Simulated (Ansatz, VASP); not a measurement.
## CsMoPb4 in VASP and in Ansatz

The input INCAR:

```
SYSTEM = CsMoPb4
ALGO     = Fast           ! electronic algorithm
EDIFF    = 1E-7           ! SCF threshold, eV
ENCUT    = 520            ! plane-wave cutoff, eV
GGA      = PE             ! functional
ISIF     = 2              ! what is computed and relaxed
ISMEAR   = 0              ! smearing method
ISPIN    = 2              ! spin polarisation
LASPH    = .True.         ! aspherical terms in the spheres
LCHARG   = .False.        ! write CHGCAR
LMAXMIX  = 4              ! l up to which the mixer works
LORBIT   = 11             ! projections on sites
LREAL    = .False.        ! projectors in reciprocal space
LWAVE    = .False.        ! write WAVECAR
MAGMOM   = 0 1 0 0 0 0    ! initial moments
NBANDS   = 52             ! bands
NELM     = 150            ! most SCF steps
PREC     = Accurate       ! precision mode
SIGMA    = 0.1            ! smearing width, eV
```

The input KPOINTS:

```
k-points
0
Gamma
  4 4 4
  0 0 0
```

Contents of POSCAR:

```
CsMoPb4
1.0
    0.0000000000      4.7045291700      4.7045291700
    4.7045291700      0.0000000000      4.7045291700
    4.7045291700      4.7045291700      0.0000000000
Cs Mo Pb
1 1 4
Direct
    0.5000000000      0.5000000000      0.5000000000
    0.2500000000      0.2500000000      0.2500000000
    0.8747362000      0.3757914000      0.8747362000
    0.8747362000      0.8747362000      0.3757914000
    0.8747362000      0.8747362000      0.8747362000
    0.3757914000      0.8747362000      0.8747362000
```

Input for Ansatz:

```yaml
crystal:
  lattice:
    - [0.0, 4.70452917, 4.70452917]
    - [4.70452917, 0.0, 4.70452917]
    - [4.70452917, 4.70452917, 0.0]
  atoms:
    - { symbol: Cs, position: [0.5, 0.5, 0.5] }
    - { symbol: Mo, position: [0.25, 0.25, 0.25], spin: 1.0 }
    - { symbol: Pb, position: [0.8747362, 0.3757914, 0.8747362] }
    - { symbol: Pb, position: [0.8747362, 0.8747362, 0.3757914] }
    - { symbol: Pb, position: [0.8747362, 0.8747362, 0.8747362] }
    - { symbol: Pb, position: [0.3757914, 0.8747362, 0.8747362] }
basis:
  ecutwfc: 420
kpoints:
  mp_grid: { grid: [4, 4, 4] }
hamiltonian:
  xc: pbe
scf:
  occupations: { method: gaussian, width: 0.1 }
  lower_state_search: "off"
output:
  forces: true
  stress: true
  eigenvalues: true
  populations: true
magnetization:
  spin_polarized: true
```

Change from the starting cell: species swapped into the YScFe4 type (F-43m, No. 216).

Alike in both runs: task single point; functional PBE; k mesh 4 × 4 × 4; occupations gaussian, width 0.1 eV; collinear spin.

```csv
,VASP,Ansatz
version,VASP 6.6.1,Ansatz 0.2.0
potentials or method,"VASP PAW PBE potentials, release 64 (Cs_sv, Mo_sv, Pb_d), cutoff 520 eV","scalar-relativistic, plane waves, PAW"
valence electrons in the cell,79,79
```

VASP gave:

| Quantity | Value |
| --- | --- |
| gap on the k mesh at the Fermi level (eV) | none |
| pressure (GPa) | 0.0 |
| rms of the force components (eV/Å) | 0.068 |
| net moment per atom (μB) | 0.57 |
| size of the moment on the site where the two differ most (μB) | 3.44 |

**Question.** Which values does Ansatz return?

**Answer.** gap on the k mesh at the Fermi level (eV): none; pressure (GPa): 0.0; rms of the force components (eV/Å): 0.067; net moment per atom (μB): 0.57; size of the moment on the site where the two differ most (μB): 3.94.

Site moments also hang on the region over which each program counts them. Atom by atom the forces differ by 0.001 eV/Å (rms over components). A gap of «none» marks a metal or a gap that the smearing closes.

Spin-orbit coupling is off throughout.
